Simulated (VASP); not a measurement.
Input of a VASP 6.6.1 run:

The input INCAR:

```
PREC     = Accurate       # precision mode
ENCUT    = 520            # plane-wave cutoff, eV
EDIFF    = 1E-6           # SCF threshold, eV
ISMEAR   = 0              # smearing method
SIGMA    = 0.05           # smearing width, eV
LREAL    = False          # projectors in reciprocal space
LASPH    = True           # aspherical terms in the spheres
NELM     = 100            # most SCF steps
ALGO     = Normal         # electronic algorithm
ISIF     = 2              # what is computed and relaxed
LWAVE    = False          # write WAVECAR
LCHARG   = False          # write CHGCAR
GGA      = PS             # functional
NBANDS   = 14             # bands
```

Contents of KPOINTS:

```
regular mesh
0
Gamma
  12 12 12
```

Contents of POSCAR:

```
LaC
1.0
    0.0000000000      2.6639459012      2.6639459012
    2.6639459012      0.0000000000      2.6639459012
    2.6639459012      2.6639459012      0.0000000000
La C
1 1
Direct
    0.5000000000      0.5000000000      0.5000000000
    0.0000000000      0.0000000000      0.0000000000
```

Potentials or basis: VASP PAW PBE potentials, release 64 (La, C).

Run with:

```bash
$ cat potpaw_PBE.64/La/POTCAR potpaw_PBE.64/C/POTCAR > POTCAR
$ mpirun -np 1 vasp_std > vasp.out
```

(1) What does it give for the pressure?

(2) What does it give for the band gap on the k mesh?

## Answers

(1) 1.1 GPa.

(2) zero (an odd number of electrons rules out a gap without spin polarisation).

Caveat: the PAW data sets were made with another functional, which shifts forces and pressure a little; spin-orbit coupling is left out, which moves the levels of the heavy elements.
